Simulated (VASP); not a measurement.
# GdO (Pm-3m) in VASP: further runs, part 2 of 2

VASP 6.6.1.

### Step 3. Single point, r2SCAN, collinear spin, ferromagnetic start (13.69 Å³/atom)

This run uses another cell than the first one, of 13.69 Å³/atom.

Input file POSCAR:

```
GdO
1.0
    3.0143165792      0.0000000000      0.0000000000
    0.0000000000      3.0143165792      0.0000000000
    0.0000000000      0.0000000000      3.0143165792
Gd O
1 1
Direct
    0.0000000000      0.0000000000      0.0000000000
    0.5000000000      0.5000000000      0.5000000000
```

Input file INCAR.step1:

```
SYSTEM = GdO
PREC     = Accurate       ! precision mode
ENCUT    = 520            ! plane-wave cutoff, eV
ISMEAR   = 0              ! smearing method
SIGMA    = 0.05           ! smearing width, eV
LREAL    = .False.        ! projectors in reciprocal space
LASPH    = .True.         ! aspherical terms in the spheres
NELM     = 150            ! most SCF steps
ISPIN    = 2              ! spin polarisation
MAGMOM   = 7.86 0         ! initial moments
LMAXMIX  = 6              ! l up to which the mixer works
NBANDS   = 23             ! bands
GGA      = PE             ! functional
ALGO     = Normal         ! electronic algorithm
EDIFF    = 1E-4           ! SCF threshold, eV
LWAVE    = .True.         ! write WAVECAR
LCHARG   = .False.        ! write CHGCAR
```

Input file INCAR.step2:

```
SYSTEM = GdO
PREC     = Accurate       ! precision mode
ENCUT    = 520            ! plane-wave cutoff, eV
EDIFF    = 1E-6           ! SCF threshold, eV
ISMEAR   = 0              ! smearing method
SIGMA    = 0.05           ! smearing width, eV
LREAL    = .False.        ! projectors in reciprocal space
LASPH    = .True.         ! aspherical terms in the spheres
NELM     = 150            ! most SCF steps
ALGO     = Normal         ! electronic algorithm
ISIF     = 2              ! what is computed and relaxed
LWAVE    = .False.        ! write WAVECAR
LCHARG   = .True.         ! write CHGCAR
ISPIN    = 2              ! spin polarisation
MAGMOM   = 7.86 0         ! initial moments
LORBIT   = 11             ! projections on sites
LMAXMIX  = 6              ! l up to which the mixer works
METAGGA  = R2SCAN         ! meta-GGA
LMIXTAU  = .True.       
LELF     = .True.         ! ELF
LVHAR    = .True.       
NBANDS   = 23             ! bands
ISTART   = 1
```

Input file KPOINTS:

```
regular mesh
0
Gamma
  12 12 12
  0 0 0
```

Potentials or basis: VASP PAW PBE potentials, release 64 (Gd, O).

Started as:

```sh
$ cat potpaw_PBE.64/Gd/POTCAR potpaw_PBE.64/O/POTCAR > POTCAR
$ cp INCAR.step1 INCAR
$ mpirun -np 1 vasp_std > vasp.out
$ cp INCAR.step2 INCAR
$ mpirun -np 1 vasp_std > vasp.out
```

OUTCAR:

```text
SYSTEM = GdO
   PREC = Accurate
   ENCUT = 520
   EDIFF = 1E-6
   ISMEAR = 0
   LREAL = .False.
   LASPH = .True.
   NELM = 150
   ISIF = 2
   ISPIN = 2
   LORBIT = 11
   METAGGA = R2SCAN
   ISTART = 1

 ion  position               nearest neighbor table
   1  0.000  0.000  0.000-   2 2.61   2 2.61   2 2.61   2 2.61   2 2.61   2 2.61   2 2.61   2 2.61

   2  0.500  0.500  0.500-   1 2.61   1 2.61   1 2.61   1 2.61   1 2.61   1 2.61   1 2.61   1 2.61

  LATTYP: Found a simple cubic cell.
 ALAT       =     3.0143165792

  Lattice vectors:

 A1 = (   3.0143165792,   0.0000000000,   0.0000000000)
 A2 = (   0.0000000000,   3.0143165792,   0.0000000000)
 A3 = (   0.0000000000,   0.0000000000,   3.0143165792)

Analysis of symmetry for initial positions (statically):
=====================================================================
 Subroutine PRICEL returns:
 Original cell was already a primitive cell.

 Routine SETGRP: Setting up the symmetry group for a
 simple cubic supercell.

 Subroutine GETGRP returns: Found 48 space group operations
 (whereof 48 operations were pure point group operations)
 out of a pool of 48 trial point group operations.

The static configuration has the point symmetry O_h .

Analysis of symmetry for dynamics (positions and initial velocities):
=====================================================================
 Subroutine PRICEL returns:
 Original cell was already a primitive cell.

 Routine SETGRP: Setting up the symmetry group for a
 simple cubic supercell.

 Subroutine GETGRP returns: Found 48 space group operations
 (whereof 48 operations were pure point group operations)
 out of a pool of 48 trial point group operations.

The dynamic configuration has the point symmetry O_h .

Analysis of structural, dynamic, and magnetic symmetry:
=====================================================================
 Subroutine PRICEL returns:
 Original cell was already a primitive cell.

 Routine SETGRP: Setting up the symmetry group for a
 simple cubic supercell.

 Subroutine GETGRP returns: Found 48 space group operations
 (whereof 48 operations were pure point group operations)
 out of a pool of 48 trial point group operations.

The overall configuration has the point symmetry O_h .

 Subroutine INISYM returns: Found 48 space group operations
 (whereof 48 operations are pure point group operations),
 and found     1 'primitive' translations

----------------------------------------------------------------------------------------

                                     Primitive cell

  volume of cell :      27.3884

  direct lattice vectors                    reciprocal lattice vectors
     3.014316579  0.000000000  0.000000000     0.331750158  0.000000000  0.000000000
     0.000000000  3.014316579  0.000000000     0.000000000  0.331750158  0.000000000
     0.000000000  0.000000000  3.014316579     0.000000000  0.000000000  0.331750158

  length of vectors
     3.014316579  3.014316579  3.014316579     0.331750158  0.331750158  0.331750158

  position of ions in fractional coordinates (direct lattice)
     0.000000000  0.000000000  0.000000000
     0.500000000  0.500000000  0.500000000

  ion indices of the primitive-cell ions
   primitive index   ion index
[... 69 lines left out ...]
   LNONCOLLINEAR =      F non collinear calculations
   LSORBIT =      F    spin-orbit coupling
   LASPH  =      T    aspherical Exc in radial PAW
   ENCUT  =  520.0 eV  38.22 Ry    6.18 a.u.   5.60  5.60  5.60*2*pi/ulx,y,z
   NELM   =    150;   NELMIN=  2; NELMDL=  0     # of ELM steps
   EDIFF  = 0.1E-05   stopping-criterion for ELM
   LREAL  =      F    real-space projection
   EDIFFG = 0.1E-04   stopping-criterion for IOM
   NSW    =      0    number of steps for IOM
   IBRION =     -1    ionic relax: 0-MD 1-quasi-New 2-CG
   NFREE  =      0    steps in history (QN), initial steepest desc. (CG)
   ISIF   =      2    stress and relaxation
   ISYM   =      2    0-nonsym 1-usesym 2-fastsym
   POTIM  = 0.5000    time-step for ionic-motion
   TEBEG  =    0.0;   TEEND  =   0.0 temperature during run
   PSTRESS=    0.0 pullay stress
   NELECT =      24.0000    total number of electrons
   NUPDOWN=      -1.0000    fix difference up-down
   EMIN   =  10.00;   EMAX   =-10.00  energy-range for DOS
   EFERMI =   0.00;   METHOD = LEGACY
   ISMEAR =     0;   SIGMA  =   0.05  broadening in eV -4-tet -1-fermi 0-gaus
   EFERMI_NEDOS =   21; number of points for ismear=-14 and -15
   IALGO  =     38    algorithm
   IMIX   =      4    mixing-type and parameters
     AMIX     =   0.40;   BMIX     =  1.00
     AMIX_MAG =   1.60;   BMIX_MAG =  1.00
  volume/ion in A,a.u.               =      13.69        92.41
  Fermi-wavevector in a.u.,A,eV,Ry     =   1.566594  2.960433 33.391634  2.454216
  Thomas-Fermi vector in A             =   2.668899
   LORBIT       =     11    0 simple, 1 ext, 2 COOP (PROOUT), +10 PAW based schemes
   METAGGA = R2SCAN    functional components
   LHFCALC =     F    Hartree Fock is set to
   AEXX    =    0.0000 exact exchange contribution
   IVDW    =     0    specifies the selected vdW correction
   LEPSILON=     F    determine dielectric tensor
   LRPA    =     F    only Hartree local field effects (RPA)
 spin polarized calculation
 Gauss-broadening in eV      SIGMA  =   0.05
  energy-cutoff  :      520.00
  volume of cell :       27.39
 maximum number of plane-waves:       756
 NGX is ok and might be reduce to    24
   NGX = 11   NGY = 11   NGZ = 11

 number of electron      23.9999998 magnetization       7.5890454

 Free energy of the ion-electron system (eV)
  ---------------------------------------------------
  ext. energy  EPLUGINS =         0.00000000
  ---------------------------------------------------
  free energy    TOTEN  =       -51.92747807 eV

  energy without entropy =      -51.92574701  energy(sigma->0) =      -51.92661254

 E-fermi :   6.9822     XC(G=0): -12.9401

 val. band max:        6.9730117245   @ k =   0.4167   0.2500   0.1667
 cond. band min:       6.9824718093   @ k =   0.5000   0.2500   0.1667
 fundamental gap:      0.0094600848
 Fermi energy:         6.9822437079

 spin component 1

 k-point     1 :       0.0000    0.0000    0.0000
  band No.  band energies     occupation
      1     -41.2341      1.00000
      2     -17.1497      1.00000
      3     -17.1497      1.00000
      4     -17.1497      1.00000
      5     -14.4958      1.00000
      6       0.4868      1.00000
[... 613 lines left out ...]
     22      19.8197      0.00000
     23      21.1359      0.00000

 [... further k-points ...]

 spin component 2

 k-point     1 :       0.0000    0.0000    0.0000
  band No.  band energies     occupation
      1     -37.3539      1.00000
      2     -14.4805      1.00000
      3     -14.3029      1.00000
      4     -14.3029      1.00000
      5     -14.3029      1.00000
      6       2.3116      1.00000
[... 613 lines left out ...]
     22      21.3063      0.00000
     23      22.3830      0.00000

 [... further k-points ...]

------------------------ aborting loop because EDIFF is reached ----------------------------------------

  FORCE on cell =-STRESS in cart. coord.  units (eV):
  Direction    XX          YY          ZZ          XY          YZ          ZX
  --------------------------------------------------------------------------------------
  -------------------------------------------------------------------------------------
  Total       -0.3261004     -0.3261004     -0.3261004     -0.0000000     -0.0000000      0.0000000
  in kB      -19.0763525    -19.0763525    -19.0763525     -0.0000000     -0.0000000      0.0000000
  external PRESSURE =     -19.0763525 kB  Pullay stress =       0.0000000 kB

 VOLUME and BASIS-vectors are now :
 -----------------------------------------------------------------------------
  energy-cutoff  :      520.00
  volume of cell :       27.39
      direct lattice vectors                 reciprocal lattice vectors
     3.014316579  0.000000000  0.000000000     0.331750158  0.000000000  0.000000000
     0.000000000  3.014316579  0.000000000     0.000000000  0.331750158  0.000000000
     0.000000000  0.000000000  3.014316579     0.000000000  0.000000000  0.331750158

 POSITION                                       TOTAL-FORCE (eV/Angst)
 -----------------------------------------------------------------------------------
      0.00000      0.00000      0.00000         0.000000      0.000000      0.000000
      1.50716      1.50716      1.50716         0.000000      0.000000      0.000000
 -----------------------------------------------------------------------------------
    total drift:                                0.000000      0.000000     -0.000000

  FREE ENERGIE OF THE ION-ELECTRON SYSTEM (eV)
  ---------------------------------------------------
  free  energy   TOTEN  =       -51.9274780702 eV

  energy  without entropy=      -51.9257470129  energy(sigma->0) =      -51.92661254

 total charge

# of ion       s       p       d       f       tot
--------------------------------------------------
    1        2.025   5.618   0.766   6.989  15.398
    2        1.554   3.439   0.000   0.000   4.992
--------------------------------------------------
tot          3.578   9.057   0.766   6.989  20.390

 magnetization (x)

# of ion       s       p       d       f       tot
--------------------------------------------------
    1       -0.001  -0.126   0.367   6.849   7.089
    2       -0.001  -0.037   0.000   0.000  -0.038
--------------------------------------------------
tot         -0.001  -0.163   0.367   6.849   7.051
```

It took 9 min on 1 thread of Intel Xeon 8259CL, shared host; peak memory 0.23 GiB.

What came out:

| Property | Result |
| --- | --- |
| Free energy | -51.9275 eV |
| Pressure | -1.9 GPa |
| Net moment | 7.59 μB per cell |
| Site moments | Gd +7.09; O -0.04 μB |
| Valence electrons inside the program's atomic spheres | Gd 15.40; O 4.99 |

Caveat: the PAW data sets were made with another functional, which shifts forces and pressure a little; spin-orbit coupling is left out, which moves the levels of the heavy elements; a cell with one magnetic atom can't hold antiferromagnetic order, which such compounds often take; semilocal functionals describe open f shells poorly, which spoils levels, moments and volumes. The state reached can hang on the start; a lower one may exist.
